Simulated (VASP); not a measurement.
# NaY2B2 (I4/mmm) in VASP: a series of runs, part 2 of 2

VASP 6.6.1. Earlier steps stand in the parts before.

## 3. Relaxation of cell and atoms, PBE

This run uses another cell than the first one, of 17.25 Å³/atom.

Input file INCAR:

```
PREC     = Accurate       # precision mode
ENCUT    = 600            # plane-wave cutoff, eV
EDIFF    = 1E-6           # SCF threshold, eV
ISMEAR   = 0              # smearing method
SIGMA    = 0.1            # smearing width, eV
LREAL    = False          # projectors in reciprocal space
LASPH    = True           # aspherical terms in the spheres
NELM     = 100            # most SCF steps
ALGO     = Normal         # electronic algorithm
ISIF     = 3              # what is computed and relaxed
LWAVE    = False          # write WAVECAR
LCHARG   = False          # write CHGCAR
GGA      = PE             # functional
IBRION   = 2              # ionic algorithm
NSW      = 90             # ionic steps
EDIFFG   = -0.04          # ionic threshold
```

Input file KPOINTS:

```
Automatic mesh
0
Gamma
  6 6 6
```

Input file POSCAR:

```
NaY2B2
1.0
   -2.0625460486      2.0625460486      5.0674851463
    2.0625460486     -2.0625460486      5.0674851463
    2.0625460486      2.0625460486     -5.0674851463
Na Y B
1 2 2
Direct
    0.0000000000      0.0000000000      0.0000000000
    0.7500000000      0.2500000000      0.5000000000
    0.2500000000      0.7500000000      0.5000000000
    0.3880000000      0.3880000000      0.0000000000
    0.6120000000      0.6120000000      0.0000000000
```

Potentials or basis: VASP PAW PBE potentials, release 64 (Na_pv, Y_sv, B).

Command:

```
$ cat potpaw_PBE.64/Na_pv/POTCAR potpaw_PBE.64/Y_sv/POTCAR potpaw_PBE.64/B/POTCAR > POTCAR
$ mpirun -np 1 vasp_std > vasp.out
```

OUTCAR:

```text
PREC = Accurate
   ENCUT = 600
   EDIFF = 1E-6
   ISMEAR = 0
   LREAL = False
   LASPH = True
   NELM = 100
   ISIF = 3
   GGA = PE
   IBRION = 2
   NSW = 90
   EDIFFG = -0.04

 ion  position               nearest neighbor table
   1  0.000  0.000  0.000-   2 3.27   3 3.27   2 3.27   3 3.27   2 3.27   3 3.27   2 3.27   3 3.27

   2  0.750  0.250  0.500-   5 2.49   4 2.49   4 2.49   5 2.49   3 2.92   3 2.92   3 2.92   3 2.92
                             1 3.27   1 3.27   1 3.27   1 3.27
   3  0.250  0.750  0.500-   5 2.49   4 2.49   4 2.49   5 2.49   2 2.92   2 2.92   2 2.92   2 2.92
                             1 3.27   1 3.27   1 3.27   1 3.27
   4  0.388  0.388  0.000-   2 2.49   3 2.49   3 2.49   2 2.49
   5  0.612  0.612  0.000-   2 2.49   3 2.49   3 2.49   2 2.49

  LATTYP: Found a body centered tetragonal cell.
 ALAT       =     4.1250920972
 C/A-ratio  =     2.4569076408

  Lattice vectors:

 A1 = (  -2.0625460486,   2.0625460486,   5.0674851463)
 A2 = (   2.0625460486,  -2.0625460486,   5.0674851463)
 A3 = (   2.0625460486,   2.0625460486,  -5.0674851463)

Analysis of symmetry for initial positions (statically):
=====================================================================
 Subroutine PRICEL returns:
 Original cell was already a primitive cell.

 Routine SETGRP: Setting up the symmetry group for a
 body centered tetragonal supercell.

 Subroutine GETGRP returns: Found 16 space group operations
 (whereof 16 operations were pure point group operations)
 out of a pool of 16 trial point group operations.

The static configuration has the point symmetry D_4h.

Analysis of symmetry for dynamics (positions and initial velocities):
=====================================================================
 Subroutine PRICEL returns:
 Original cell was already a primitive cell.

 Routine SETGRP: Setting up the symmetry group for a
 body centered tetragonal supercell.

 Subroutine GETGRP returns: Found 16 space group operations
 (whereof 16 operations were pure point group operations)
 out of a pool of 16 trial point group operations.

The dynamic configuration has the point symmetry D_4h.

 Subroutine INISYM returns: Found 16 space group operations
 (whereof 16 operations are pure point group operations),
 and found     1 'primitive' translations
[... 106 lines left out ...]
   NFREE  =      1    steps in history (QN), initial steepest desc. (CG)
   ISIF   =      3    stress and relaxation
   ISYM   =      2    0-nonsym 1-usesym 2-fastsym
   POTIM  = 0.5000    time-step for ionic-motion
   TEBEG  =    0.0;   TEEND  =   0.0 temperature during run
   PSTRESS=    0.0 pullay stress
   NELECT =      35.0000    total number of electrons
   NUPDOWN=      -1.0000    fix difference up-down
   EMIN   =  10.00;   EMAX   =-10.00  energy-range for DOS
   EFERMI =   0.00;   METHOD = LEGACY
   ISMEAR =     0;   SIGMA  =   0.10  broadening in eV -4-tet -1-fermi 0-gaus
   EFERMI_NEDOS =   21; number of points for ismear=-14 and -15
   IALGO  =     38    algorithm
   IMIX   =      4    mixing-type and parameters
     AMIX     =   0.40;   BMIX     =  1.00
     AMIX_MAG =   1.60;   BMIX_MAG =  1.00
  volume/ion in A,a.u.               =      17.25       116.38
  Fermi-wavevector in a.u.,A,eV,Ry     =   1.212116  2.290567 19.990029  1.469226
  Thomas-Fermi vector in A             =   2.347610
   LORBIT       =      0    0 simple, 1 ext, 2 COOP (PROOUT), +10 PAW based schemes
   GGA     = PE    functional components
   LHFCALC =     F    Hartree Fock is set to
   AEXX    =    0.0000 exact exchange contribution
   IVDW    =     0    specifies the selected vdW correction
   LEPSILON=     F    determine dielectric tensor
   LRPA    =     F    only Hartree local field effects (RPA)
 conjugate gradient relaxation of ions
 non-spin polarized calculation
 Gauss-broadening in eV      SIGMA  =   0.10
  energy-cutoff  :      600.00
  volume of cell :       86.23
 maximum number of plane-waves:      2903
   NGX = 23   NGY = 23   NGZ = 23

--------------------------------------- Ionic step        1  -------------------------------------------

 number of electron      35.0000003 magnetization

 Free energy of the ion-electron system (eV)
  ---------------------------------------------------
  ext. energy  EPLUGINS =         0.00000000
  ---------------------------------------------------
  free energy    TOTEN  =       -23.24660920 eV

  energy without entropy =      -23.22227346  energy(sigma->0) =      -23.23444133

 E-fermi :   3.6491     XC(G=0): -10.1261

 val. band max:        3.6034486441   @ k =   0.3333   0.3333   0.1667
 cond. band min:       3.6692247526   @ k =   0.5000  -0.0000   0.0000
 fundamental gap:      0.0657761085
 Fermi energy:         3.6490828656
[... 1272 lines left out ...]
     20       4.0523      0.00000
     21       4.4438      0.00000

 [... further k-points ...]

[... ionic steps 4 to 18 ...]

--------------------------------------- Ionic step       19  -------------------------------------------

 number of electron      35.0000003 magnetization

------------------------ aborting loop because EDIFF is reached ----------------------------------------
[... 73 lines left out ...]
--------------------------------------- Ionic step       21  -------------------------------------------

 number of electron      35.0000003 magnetization

 Free energy of the ion-electron system (eV)
  ---------------------------------------------------
  ext. energy  EPLUGINS =         0.00000000
  ---------------------------------------------------
  free energy    TOTEN  =       -25.70418833 eV

  energy without entropy =      -25.68195986  energy(sigma->0) =      -25.69307410

 E-fermi :   3.6693     XC(G=0):  -9.6826

 val. band max:        3.6565127794   @ k =   0.5000   0.5000   0.5000
 cond. band min:       3.6734630587   @ k =  -0.1667   0.3333   0.1667
 fundamental gap:      0.0169502792
 Fermi energy:         3.6692608893
[... 608 lines left out ...]
  FREE ENERGIE OF THE ION-ELECTRON SYSTEM (eV)
  ---------------------------------------------------
  free  energy   TOTEN  =       -25.7041883346 eV

  energy  without entropy=      -25.6819598610  energy(sigma->0) =      -25.69307410

 reached required accuracy - stopping structural energy minimisation
```

OSZICAR:

```text
N       E                     dE             d eps       ncg     rms          rms(c)
DAV:   1     0.250072081541E+03    0.25007E+03   -0.18906E+04  1316   0.185E+03
DAV:   2     0.461036658945E+00   -0.24961E+03   -0.24367E+03  1300   0.441E+02
DAV:   3    -0.244197200546E+02   -0.24881E+02   -0.24147E+02  2310   0.993E+01
DAV:   4    -0.261622085004E+02   -0.17425E+01   -0.16912E+01  1658   0.211E+01
[... 220 lines left out ...]
DAV:   2    -0.257043541844E+02    0.77252E-03   -0.24383E-03  1468   0.279E-01    0.875E-02
DAV:   3    -0.257041993118E+02    0.15487E-03   -0.40270E-04  1753   0.124E-01    0.489E-02
DAV:   4    -0.257041878266E+02    0.11485E-04   -0.51632E-05  1930   0.376E-02    0.222E-02
DAV:   5    -0.257041879319E+02   -0.10532E-06   -0.11598E-05  1777   0.162E-02    0.108E-02
DAV:   6    -0.257041883346E+02   -0.40267E-06   -0.37429E-06  1226   0.899E-03
  21 F= -.25704188E+02 E0= -.25693074E+02  d E =-.219112E-03
```

Run time: 14 min. Hardware: 1 thread of Intel Xeon 6975P-C (Granite Rapids), shared host; peak memory 0.45 GiB.

What came out:

```yaml
Free_energy: -25.7042 eV
Relaxed_volume: 19.61 Å³/atom
Relaxed_cell: a = 5.304 Å, b = 5.304 Å, c = 5.304 Å, α = 124.16°, β = 124.16°, γ = 82.94°
Space_group_after_relaxing_to_0.1_Å: I4/mmm (No. 139)
Energy_gained_by_relaxing: 491.5 meV/atom
Ionic_steps: 21
Pressure_after_relaxing: 0.1 GPa
Largest_force_after_relaxing: 0.027 eV/Å
Band_gap_on_the_k_mesh: zero (an odd number of electrons rules out a gap without spin polarisation)
```

Forces in eV/Å, atoms in the order of the input:
```
Na   0.000  0.000  0.000
Y    0.000  0.000  0.000
Y    0.000  0.000  0.000
B    0.000  0.000 -0.027
B    0.000  0.000  0.027
```

The path:
| step | energy change (eV) | largest force (eV/Å) | pressure (GPa) | volume (Å³) |
| --- | --- | --- | --- | --- |
| 1 | 0.0000 | 2.8369 | 13.98 | 86.23 |
| 2 | -1.5729 | 2.0115 | -3.21 | 106.20 |
| 3 | -1.6344 | 1.8949 | -5.56 | 111.82 |
| 4 | -2.2443 | 1.3135 | -2.33 | 107.36 |
| 5 | -2.2641 | 0.2062 | -3.25 | 107.99 |
| 6 | -2.2649 | 0.3340 | -3.14 | 107.91 |
| 7 | -2.3506 | 0.0234 | -0.61 | 101.46 |
| 8 | -2.3528 | 0.0807 | -0.15 | 100.43 |
| 9 | -2.3599 | 0.3138 | 0.34 | 99.93 |
| 10 | -2.3600 | 0.3872 | 0.44 | 99.84 |
| 11 | -2.3649 | 0.3731 | 0.40 | 99.85 |
| 12 | -2.3783 | 0.3406 | 0.32 | 99.87 |
| 13 | -2.4002 | 0.3045 | 0.19 | 99.84 |
| 14 | -2.4305 | 0.3063 | 0.12 | 99.45 |
| 15 | -2.4187 | 0.7397 | 0.43 | 97.28 |
| 16 | -2.4421 | 0.6556 | 0.27 | 98.78 |
| 17 | -2.4550 | 0.1586 | -0.61 | 99.14 |
| 18 | -2.4559 | 0.0068 | -0.43 | 99.07 |
| 19 | -2.4570 | 0.0260 | -0.21 | 98.61 |
| 20 | -2.4574 | 0.0467 | 0.03 | 98.11 |
| 21 | -2.4576 | 0.0271 | 0.11 | 98.04 |

Final structure:
```
CELL_PARAMETERS angstrom
-2.48347 2.48347 3.97402
2.48347 -2.48347 3.97402
2.48347 2.48347 -3.97402
ATOMIC_POSITIONS crystal
Na 0.00000 0.00000 0.00000
Y 0.75000 0.25000 0.50000
Y 0.25000 0.75000 0.50000
B 0.39793 0.39793 0.00000
B 0.60207 0.60207 0.00000
```
